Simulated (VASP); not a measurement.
**Ti3O4: single point with r2SCAN**

The system is Ti3O4.

```
CELL_PARAMETERS angstrom
2.92024 -4.07158 0.00000
2.92024 4.07158 0.00000
0.00000 0.00000 3.01417
ATOMIC_POSITIONS crystal
Ti 0.00000 0.00000 0.50000
Ti 0.50000 0.00000 0.00000
Ti 0.00000 0.50000 0.00000
O 0.76500 0.76500 0.00000
O 0.25713 0.74287 0.50000
O 0.23500 0.23500 0.00000
O 0.74287 0.25713 0.50000
```

```yaml
Program: VASP 6.6.1
Task: single point
Functional: r2SCAN
Potentials_or_basis: VASP PAW PBE potentials, release 64 (Ti_sv, O)
Cutoff: 520 eV
k_mesh: 4 × 4 × 6
Occupations: gaussian, width 0.1 eV
Spin: collinear spin
Starting_moments: "[1.0, 1.0, 1.0, 0.0, 0.0, 0.0, 0.0] μB"
```

```yaml
Pressure: 0.1 GPa
Largest_force: 0.024 eV/Å
Band_gap_on_the_k_mesh: zero (filled and empty bands overlap)
Net_moment: 0.00 μB per cell
Valence_electrons_inside_the_program's_atomic_spheres: Ti 10.38, 10.25 (each value once); O 5.09
```

Forces in eV/Å, atoms in the order of the input:
```
Ti   0.000  0.000  0.000
Ti   0.000  0.000  0.000
Ti   0.000  0.000  0.000
O   -0.013  0.000  0.000
O    0.000 -0.024  0.000
O    0.013  0.000  0.000
O    0.000  0.024  0.000
```

Stress tensor (GPa, compression positive):
```
 1.26  0.00  0.00
 0.00  0.10  0.00
 0.00  0.00 -1.09
```

Levels at points of the mesh, in eV from the Fermi level:
Spin up:
```csv
k point,band 27,band 28,band 29,band 30,band 31,band 32,band 33,band 34
"(0.00, 0.00, 0.00)",-4.58,-4.27,-2.52,-0.50,0.05,0.51,1.00,1.37
"(0.50, 0.00, 0.00)",-4.93,-4.52,-0.67,-0.60,0.07,0.44,0.68,0.97
"(0.50, 0.50, 0.00)",-5.23,-4.86,-2.32,0.29,0.66,0.68,0.88,1.09
"(0.00, 0.00, 0.50)",-6.05,-5.37,0.43,0.46,0.63,0.73,0.82,0.89
"(0.50, 0.00, 0.50)",-5.59,-5.09,-0.80,-0.60,0.45,0.48,1.45,1.46
"(0.50, 0.50, 0.50)",-5.34,-5.34,-2.25,-1.96,0.97,1.49,1.66,1.69
```
Spin down:
```tsv
k point	band 26	band 27	band 28	band 29	band 30	band 31	band 32	band 33	band 34	band 35
(0.00, 0.00, 0.00)	-4.64	-4.58	-4.27	-2.52	-0.49	0.05	0.51	1.00	1.37	1.43
(0.50, 0.00, 0.00)	-6.38	-4.93	-4.52	-0.67	-0.59	0.07	0.44	0.68	0.97	1.05
(0.50, 0.50, 0.00)	-5.47	-5.23	-4.86	-2.32	0.29	0.66	0.68	0.88	1.09	1.10
(0.00, 0.00, 0.50)	-6.37	-6.05	-5.37	0.43	0.46	0.63	0.73	0.82	0.89	0.98
(0.50, 0.00, 0.50)	-6.12	-5.59	-5.09	-0.80	-0.60	0.45	0.48	1.45	1.46	1.69
(0.50, 0.50, 0.50)	-5.39	-5.34	-5.34	-2.25	-1.96	0.98	1.49	1.66	1.69	2.03
```

Wall time 9.6 min on 1 thread of Intel(R) Xeon(R) Platinum 8259CL CPU @ 2.50GHz (Skylake/Cascade Lake), with other jobs on the host, peak memory 0.31 GiB.

Caveat: the PAW data sets were made with another functional, which shifts forces and pressure a little; semilocal functionals often make such compounds metallic where correlation or magnetic order opens a gap, which also shifts bond lengths.
